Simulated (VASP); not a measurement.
A run of VASP 6.6.1:

INCAR

```
PREC     = Accurate       # precision mode
ENCUT    = 1300           # plane-wave cutoff, eV
EDIFF    = 1E-6           # SCF threshold, eV
ISMEAR   = 0              # smearing method
SIGMA    = 0.15           # smearing width, eV
LREAL    = F              # projectors in reciprocal space
LASPH    = T              # aspherical terms in the spheres
NELM     = 120            # most SCF steps
ALGO     = Normal         # electronic algorithm
ISIF     = 2              # what is computed and relaxed
LWAVE    = F              # write WAVECAR
LCHARG   = T              # write CHGCAR
GGA      = PS             # functional
LELF     = T              # ELF
LVHAR    = T            
NBANDS   = 16             # bands
GGA_COMPAT= F
```

File KPOINTS:

```
Automatic mesh
0
Gamma
  20 20 20
```

Contents of POSCAR:

```
WC
1.0
    0.0000000000      2.1241172499      2.3365289749
    2.1241172499      0.0000000000      2.3365289749
    2.1241172499      2.1241172499      0.0000000000
W C
1 1
Direct
    0.0000000000      0.0000000000      0.0000000000
    0.5000000000      0.5000000000      0.5000000000
```

Potentials or basis: VASP PAW PBE potentials, release 64 (W_sv, C_h).

Run with:

```sh
$ cat potpaw_PBE.64/W_sv/POTCAR potpaw_PBE.64/C_h/POTCAR > POTCAR
$ mpirun -np 1 vasp_std > vasp.out
```

Hardware: 1 thread of Intel(R) Xeon(R) 6975P-C (Granite Rapids), with other jobs on the host.

Estimate the wall time of this run.

Run time: 5.3 min on 1 thread of Intel(R) Xeon(R) 6975P-C (Granite Rapids) (shared host), peak memory 0.91 GiB. Counts: scf iterations 12, k points 641.
